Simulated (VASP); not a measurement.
Zr3H, 4 atoms in the cell. Symmetry: Pm-3m, No. 221, cubic system. Conventional cell: a = 4.021 Å, b = 4.021 Å, c = 4.021 Å, α = 90.00°, β = 90.00°, γ = 90.00°. Zr (site symmetry 4/mmm) has 8 Zr at 2.84 Å and 4 H at 2.84 Å within 3.7 Å. Within 3.7 Å of H (site symmetry m-3m) lie 12 Zr at 2.84 Å. 

```yaml
Program: VASP 6.6.1
Task: single point
Functional: PBE
Potentials_or_basis: VASP PAW PBE potentials, release 64 (Zr_sv, H)
Cutoff: 520 eV
k_mesh: 4 × 4 × 4
Occupations: gaussian, width 0.1 eV
Spin: no spin polarisation
Dipole_correction: no
Further_INCAR_settings: ALGO = Normal; EDIFF = 1e-06; NBANDS = 26
```

Potentials or basis: VASP PAW PBE potentials, release 64 (Zr_sv, H).

The run is started by

```console
$ cat potpaw_PBE.64/Zr_sv/POTCAR potpaw_PBE.64/H/POTCAR > POTCAR
$ mpirun -np 1 vasp_std > vasp.out
```

Hardware: 1 thread of Intel(R) Xeon(R) Platinum 8375C CPU @ 2.90GHz (Ice Lake), with other jobs on the host.

Task: Estimate the wall time of this run.

Result: It took 16 s on 1 thread of Intel(R) Xeon(R) Platinum 8375C CPU @ 2.90GHz (Ice Lake) (shared host), peak memory 0.17 GiB. Counts: scf iterations 14, k points 10.
